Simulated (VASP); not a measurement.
Wanted: the native input for a VASP 6.6.1 run.

```
Task                   : single point
Functional             : PBE
Potentials or basis    : VASP PAW PBE potentials, release 64 (Na_pv, H)
Cutoff                 : 400 eV
k mesh                 : 4 × 4 × 1
Occupations            : gaussian, width 0.1 eV
Spin                   : no spin polarisation
Dipole correction      : yes
Further INCAR settings : ALGO = Normal; EDIFF = 1e-06; NBANDS = 40; NELMDL = -8
```

The structure of Na4H lies in POSCAR:

```
Na4H
1.0
    7.2665054626      0.0000000000      0.0000000000
   -2.4221684875      6.8509270508      0.0000000000
    0.0000000000      0.0000000000     20.9665384335
Na H
8 2
Direct
    0.2500000000      0.2500000000      0.1907801811
    0.2500000000      0.7500000000      0.1907801811
    0.7500000000      0.2500000000      0.1907801811
    0.7500000000      0.7500000000      0.1907801811
    0.0000000000      0.0000000000      0.3322693660
    0.0000000000      0.5000000000      0.3322693660
    0.5000000000      0.0000000000      0.3322693660
    0.5000000000      0.5000000000      0.3322693660
    0.1219409038      0.3333333333      0.3842569654
    0.2113924295      0.3333333333      0.3842569654
```

These files were run (other wordings do the same):

INCAR

```
ALGO     = Normal         # electronic algorithm
DIPOL    = 0.5 0.5 0.286
EDIFF    = 1E-6           # SCF threshold, eV
ENCUT    = 400            # plane-wave cutoff, eV
GGA      = PE             # functional
GGA_COMPAT= F            
IDIPOL   = 3            
ISIF     = 2              # what is computed and relaxed
ISMEAR   = 0              # smearing method
LASPH    = T              # aspherical terms in the spheres
LCHARG   = F              # write CHGCAR
LDIPOL   = T            
LREAL    = F              # projectors in reciprocal space
LWAVE    = F              # write WAVECAR
NBANDS   = 40             # bands
NELM     = 120            # most SCF steps
NELMDL   = -8           
PREC     = Accurate       # precision mode
SIGMA    = 0.1            # smearing width, eV
```

KPOINTS

```
k-points
0
Gamma
  4 4 1
```

Potentials or basis: VASP PAW PBE potentials, release 64 (Na_pv, H).

Command:

```console
$ cat potpaw_PBE.64/Na_pv/POTCAR potpaw_PBE.64/H/POTCAR > POTCAR
$ mpirun -np 1 vasp_std > vasp.out
```

It gave:

```
Largest force          : 5.052 eV/Å
Band gap on the k mesh : zero (bands 29 and 30 overlap by 0.57 eV)
```

It took 12 min on 1 thread of AMD EPYC 9755 128-Core Processor (shared host), peak memory 0.72 GiB.
